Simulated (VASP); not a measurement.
A run of VASP 6.6.1 is set up as follows.

File POSCAR:

```
Si
1.0
    2.6860563853      0.0000000000      0.0000000000
   -1.3430281927      2.3261930656      0.0000000000
    0.0000000000      0.0000000000      2.4663543900
Si
1
Direct
    0.0000000000      0.0000000000      0.0000000000
```

Contents of INCAR.step1:

```
PREC = Accurate ; ENCUT = 520
ISMEAR = 0 ; SIGMA = 0.15
LREAL = F ; LASPH = T
NELM = 100 ; NBANDS = 8
GGA = PE ; ALGO = Normal
EDIFF = 1E-4 ; LWAVE = T
LCHARG = F
```

File INCAR.step2:

```
PREC = Accurate ; ENCUT = 520
EDIFF = 1E-6 ; ISMEAR = 0
SIGMA = 0.15 ; LREAL = F
LASPH = T ; NELM = 100
ALGO = Normal ; ISIF = 2
LWAVE = F ; LCHARG = F
METAGGA = R2SCAN ; LMIXTAU = T
NBANDS = 8 ; ISTART = 1
```

File KPOINTS:

```
regular mesh
0
Gamma
  24 24 20
```

Potentials or basis: VASP PAW PBE potentials, release 64 (Si).

Command:

```console
$ cat potpaw_PBE.64/Si/POTCAR > POTCAR
$ cp INCAR.step1 INCAR
$ mpirun -np 1 vasp_std > vasp.out
$ cp INCAR.step2 INCAR
$ mpirun -np 1 vasp_std > vasp.out
```

Predict the band gap on the k mesh.

zero (bands 2 and 3 overlap by 12.70 eV).

What does it give for the pressure?

-3.1 GPa.

Stress tensor (GPa, compression positive):
```
-4.44  0.00  0.00
 0.00 -4.44  0.00
 0.00  0.00 -0.39
```

Caveat: the cell differs from its parent crystal (strain +0.025 along x and y, +0.000 along z); the cell stands under tension; the PAW data sets were made with another functional, which shifts forces and pressure a little.
